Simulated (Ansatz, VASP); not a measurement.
Pd in VASP and in Ansatz

```xyz
1
Lattice="0.0000 1.9935 1.8963 1.9935 0.0000 1.8963 1.9935 1.9935 0.0000" Properties=species:S:1:pos:R:3 pbc="T T T"
Pd    0.0000    0.0000    0.0000
```

Change from the starting cell: strain +0.025 along x and y, -0.025 along z, atoms carried along.

Alike in both runs: task single point; functional PBE; k mesh 20 × 20 × 20; occupations gaussian, width 0.15 eV; no spin polarisation.

|  | VASP | Ansatz |
| --- | --- | --- |
| version | VASP 6.6.1 | Ansatz 0.2.0 |
| potentials or method | VASP PAW PBE potentials, release 64 (Pd), cutoff 520 eV | scalar-relativistic, plane waves, PAW |
| valence electrons in the cell | 10 | 18 |

Ansatz gave:

* gap on the k mesh at the Fermi level (eV): none
* pressure (GPa): 3.1
* traceless stress, the component that is largest in VASP (GPa): 1.31

Task: Estimate VASP's values.

Result: gap on the k mesh at the Fermi level (eV): none; pressure (GPa): 2.9; traceless stress, the component that is largest in VASP (GPa): 1.29.

A gap of «none» marks a metal or a gap that the smearing closes. VASP's potentials hold 10 valence electrons a cell and Ansatz's 18, so a difference there can come from the potentials and not from the codes.
